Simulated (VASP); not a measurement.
NiO2:

```
Ni O
1.0
     2.89406    0.00000    0.00000
    -1.44703    2.50633    0.00000
     0.00000    0.00000    3.83319
Ni O
1 2
Direct
  0.00000 0.00000 0.50000
  0.66667 0.33333 0.68296
  0.33333 0.66667 0.31704
```

This cell differs from its parent crystal: c/a of the conventional cell at fixed volume 1.3245.

Base run:

- Program: VASP 6.6.1
- Functional: LDA
- Potentials or basis: VASP PAW LDA potentials, release 64 (Ni, O)
- Cutoff: 520 eV
- k mesh: 12 × 12 × 6
- Occupations: gaussian, width 0.05 eV
- Spin: no spin polarisation

Its results: band gap on the k mesh 0.39 eV, indirect (least direct gap 0.65 eV); pressure 14.5 GPa; largest force 2.952 eV/Å.

The run is repeated on the same cell with these changes: potentials or basis from VASP PAW LDA potentials, release 64 (Ni, O) to VASP PAW LDA potentials, release 64 (Ni_sv_GW, O); cutoff from 520 eV to 600 eV; further incar settings from ALGO = Normal; EDIFF = 1e-06; NBANDS = 18 to ALGO = Normal; EDIFF = 1e-06; NBANDS = 22; valence electrons from 22 to 30. What comes out?

Band gap on the k mesh 0.41 eV, indirect (least direct gap 0.69 eV); pressure 13.6 GPa; largest force 2.986 eV/Å.

Caveats: forces of over 1 eV/Å act on the atoms, so gaps and moduli don't describe the material at rest.

A k mesh can miss the band edges.
